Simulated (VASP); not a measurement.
# Ga2O3 (R-3c) in VASP: further runs, part 2 of 2

VASP 6.6.1. Earlier steps stand in the parts before.

**3. Relaxation of cell and atoms, PBE**

This run uses another cell than the first one, of 9.70 Å³/atom, 0.964 times its volume.

INCAR reads:

```
  PREC = Accurate
  ENCUT = 600
  EDIFF = 1E-6
  ISMEAR = 0
  SIGMA = 0.01
  LREAL = F
  LASPH = T
  NELM = 100
  ALGO = Normal
  ISIF = 3
  LWAVE = F
  LCHARG = F
  GGA = PE
  IBRION = 2
  NSW = 80
  EDIFFG = -0.001
```

KPOINTS reads:

```
regular mesh
0
Gamma
  5 5 5
```

POSCAR reads:

```
Ga2O3
1.0
    2.4986991939      1.4426246522      4.4835497685
   -2.4986991939      1.4426246522      4.4835497685
    0.0000000000     -2.8852493044      4.4835497685
Ga O
4 6
Direct
    0.8555855800      0.8555855800      0.8555855800
    0.6444144200      0.6444144200      0.6444144200
    0.1444144200      0.1444144200      0.1444144200
    0.3555855800      0.3555855800      0.3555855800
    0.7500000000      0.4468328200      0.0531671800
    0.4468328200      0.0531671800      0.7500000000
    0.0531671800      0.7500000000      0.4468328200
    0.2500000000      0.5531671800      0.9468328200
    0.9468328200      0.2500000000      0.5531671800
    0.5531671800      0.9468328200      0.2500000000
```

Potentials or basis: VASP PAW PBE potentials, release 64 (Ga_d, O).

Run with:

```
$ cat potpaw_PBE.64/Ga_d/POTCAR potpaw_PBE.64/O/POTCAR > POTCAR
$ mpirun -np 1 vasp_std > vasp.out
```

OUTCAR:

```text
PREC = Accurate
   ENCUT = 600
   EDIFF = 1E-6
   ISMEAR = 0
   LREAL = F
   LASPH = T
   NELM = 100
   ISIF = 3
   GGA = PE
   IBRION = 2
   NSW = 80
   EDIFFG = -0.001

 ion  position               nearest neighbor table
   1  0.856  0.856  0.856-   9 1.93  10 1.93   8 1.93   7 2.08   5 2.08   6 2.08   2 2.84
   2  0.644  0.644  0.644-   8 1.93  10 1.93   9 1.93   7 2.08   5 2.08   6 2.08   1 2.84
   3  0.144  0.144  0.144-   7 1.93   6 1.93   5 1.93   8 2.08   9 2.08  10 2.08   4 2.84
   4  0.356  0.356  0.356-   5 1.93   6 1.93   7 1.93   8 2.08   9 2.08  10 2.08   3 2.84
   5  0.750  0.447  0.053-   4 1.93   3 1.93   1 2.08   2 2.08
   6  0.447  0.053  0.750-   3 1.93   4 1.93   1 2.08   2 2.08
   7  0.053  0.750  0.447-   3 1.93   4 1.93   1 2.08   2 2.08
   8  0.250  0.553  0.947-   2 1.93   1 1.93   3 2.08   4 2.08
   9  0.947  0.250  0.553-   1 1.93   2 1.93   3 2.08   4 2.08
  10  0.553  0.947  0.250-   1 1.93   2 1.93   3 2.08   4 2.08

  LATTYP: Found a trigonal (rhomboedric) cell.
 ALAT       =     5.3316866070
[... 329 lines left out ...]

 number of electron      88.0000003 magnetization

------------------------ aborting loop because EDIFF is reached ----------------------------------------
[... 83 lines left out ...]
--------------------------------------- Ionic step       31  -------------------------------------------

 number of electron      88.0000003 magnetization

 Free energy of the ion-electron system (eV)
  ---------------------------------------------------
  ext. energy  EPLUGINS =         0.00000000
  ---------------------------------------------------
  free energy    TOTEN  =       -59.39896557 eV

  energy without entropy =      -59.39896557  energy(sigma->0) =      -59.39896557

 E-fermi :   4.1147     XC(G=0): -11.9430

 val. band max:        4.0562568855   @ k =  -0.2000   0.2000   0.0000
 cond. band min:       6.4244053039   @ k =   0.0000   0.0000   0.0000
 fundamental gap:      2.3681484184
 Fermi energy:         4.1147276151

 k-point     1 :       0.0000    0.0000    0.0000
  band No.  band energies     occupation
      1     -14.5877      2.00000
      2     -12.7416      2.00000
      3     -12.7416      2.00000
      4     -12.7169      2.00000
      5     -12.7002      2.00000
      6     -12.7002      2.00000
[... 1071 lines left out ...]
  FREE ENERGIE OF THE ION-ELECTRON SYSTEM (eV)
  ---------------------------------------------------
  free  energy   TOTEN  =       -59.3989655737 eV

  energy  without entropy=      -59.3989655737  energy(sigma->0) =      -59.39896557

 reached required accuracy - stopping structural energy minimisation
```

OSZICAR:

```text
N       E                     dE             d eps       ncg     rms          rms(c)
DAV:   1     0.128628294931E+04    0.12863E+04   -0.44380E+04  2292   0.346E+03
DAV:   2     0.224505553970E+03   -0.10618E+04   -0.10180E+04  2008   0.877E+02
[... 164 lines left out ...]
       N       E                     dE             d eps       ncg     rms          rms(c)
DAV:   1    -0.593989656732E+02    0.21624E-06   -0.17138E-06  1088   0.141E-02    0.217E-03
DAV:   2    -0.593989656311E+02    0.42164E-07   -0.62080E-07  1012   0.103E-02
  30 F= -.59398966E+02 E0= -.59398966E+02  d E =-.591468E-06
       N       E                     dE             d eps       ncg     rms          rms(c)
DAV:   1    -0.593989655611E+02    0.11212E-06   -0.34977E-07  1008   0.748E-03    0.564E-04
DAV:   2    -0.593989655737E+02   -0.12613E-07   -0.16057E-07  1012   0.409E-03
  31 F= -.59398966E+02 E0= -.59398966E+02  d E =-.534121E-06
```

Wall time 18 min (1 thread of Intel Xeon Platinum 8488C (Sapphire Rapids), shared host); peak memory 0.38 GiB.

Results:

| Quantity | Value |
| --- | --- |
| Free energy | -59.3990 eV |
| Relaxed volume | 10.09 Å³/atom |
| Relaxed cell | a = 5.404 Å, b = 5.404 Å, c = 5.404 Å, α = 55.88°, β = 55.88°, γ = 55.88° |
| Space group after relaxing (to 0.05 Å) | R-3c (No. 167) |
| Energy gained by relaxing | 10.5 meV/atom |
| Ionic steps | 31 |
| Pressure after relaxing | 0.0 GPa |
| Band gap on the k mesh | 2.37 eV, indirect (least direct gap 2.59 eV) |

The path:
```
step  energy change (eV)  largest force (eV/Å)  pressure (GPa)  volume (Å³)
   1              0.0000                0.0663            8.73        96.97
   2             -0.0286                0.0198           -6.43       104.57
   3             -0.1043                0.0375           -0.06       100.96
   4             -0.1043                0.0384            0.20       100.88
   5             -0.1047                0.0136            0.11       100.89
   6             -0.1047                0.0056            0.06       100.89
   7             -0.1047                0.0058           -0.01       100.95
   8             -0.1047                0.0049            0.01       100.95
   9             -0.1047                0.0031            0.00       100.95
  10             -0.1047                0.0015            0.00       100.95
  11             -0.1047                0.0021            0.02       100.95
  12             -0.1047                0.0006           -0.01       100.95
  13             -0.1047                0.0010            0.05       100.94
  14             -0.1047                0.0016            0.01       100.94
  15             -0.1047                0.0013            0.01       100.94
  16             -0.1047                0.0015            0.02       100.94
  17             -0.1047                0.0013            0.03       100.94
  18             -0.1047                0.0008            0.02       100.94
  19             -0.1047                0.0015           -0.02       100.94
  20             -0.1047                0.0001            0.01       100.94
  21             -0.1047                0.0008            0.02       100.94
  22             -0.1047                0.0012            0.01       100.94
  23             -0.1047                0.0011            0.01       100.94
  24             -0.1047                0.0009            0.01       100.94
  25             -0.1047                0.0008            0.01       100.94
  26             -0.1047                0.0009            0.01       100.95
  27             -0.1047                0.0016           -0.04       100.95
  28             -0.1047                0.0013            0.01       100.95
  29             -0.1047                0.0014            0.02       100.95
  30             -0.1047                0.0022           -0.01       100.95
  31             -0.1047                0.0001            0.00       100.95
```

Final structure:
```
Ga O
1.0
     2.53212    1.46192    4.54510
    -2.53212    1.46192    4.54510
     0.00000   -2.92385    4.54510
Ga O
4 6
Direct
  0.85594 0.85594 0.85594
  0.64406 0.64406 0.64406
  0.14406 0.14406 0.14406
  0.35594 0.35594 0.35594
  0.75000 0.44692 0.05308
  0.44692 0.05308 0.75000
  0.05308 0.75000 0.44692
  0.25000 0.55308 0.94692
  0.94692 0.25000 0.55308
  0.55308 0.94692 0.25000
```

A k mesh can miss the band edges. PBE gaps usually lie below the measured ones, often by a third to a half.
